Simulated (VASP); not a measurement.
# TiC: single point with PBE

TiC:

```
Ti C
1.0
    -0.08115    2.16400    2.16400
     2.16400   -0.08115    2.16400
     2.08285    2.08285    0.00000
Ti C
1 1
Direct
  0.00000 0.00000 0.00000
  0.50000 0.50000 0.50000
```

This cell differs from its parent crystal: strain -0.0750 x Voigt [0, 0, 0, 0, 0, 1].

```yaml
Program: VASP 6.6.1
Task: single point
Functional: PBE
Potentials_or_basis: VASP PAW PBE potentials, release 64 (Ti_sv, C)
Cutoff: 520 eV
k_mesh: 18 × 18 × 18
Occupations: gaussian, width 0.15 eV
Spin: no spin polarisation
Dipole_correction: no
Further_INCAR_settings: ALGO = Normal; EDIFF = 1e-07; NBANDS = 15
```

```
Pressure               : 1.5 GPa
Band gap on the k mesh : zero (bands 8 and 9 overlap by 1.39 eV)
```

Stress tensor (GPa, compression positive):
```
 1.64 12.69  0.00
12.69  1.64  0.00
 0.00  0.00  1.21
```

Levels at points of the mesh, in eV from the Fermi level:
```tsv
k point	band 4	band 5	band 6	band 7	band 8	band 9	band 10	band 11	band 12	band 13
(0.00, 0.00, 0.00)	-32.60	-12.46	0.31	0.57	1.02	1.35	1.61	1.73	1.73	1.99
(0.50, 0.00, 0.00)	-32.65	-9.16	-5.91	-2.98	-2.42	2.50	3.00	3.99	7.90	8.13
(0.50, 0.50, 0.00)	-32.75	-10.19	-3.48	-1.67	-0.56	0.46	2.71	3.50	3.51	5.78
(0.00, 0.00, 0.50)	-32.70	-8.76	-5.88	-3.38	-2.90	2.81	3.04	4.33	7.89	8.12
(0.50, 0.00, 0.50)	-32.80	-10.14	-3.48	-1.66	-0.08	-0.06	2.63	3.48	3.52	5.75
```

Wall time 3.3 min on 1 thread of Intel(R) Xeon(R) Platinum 8488C (Sapphire Rapids), on a shared host, peak memory 0.36 GiB.

Caveat: the cell differs from its parent crystal (strain -0.0750 x Voigt [0, 0, 0, 0, 0, 1]).
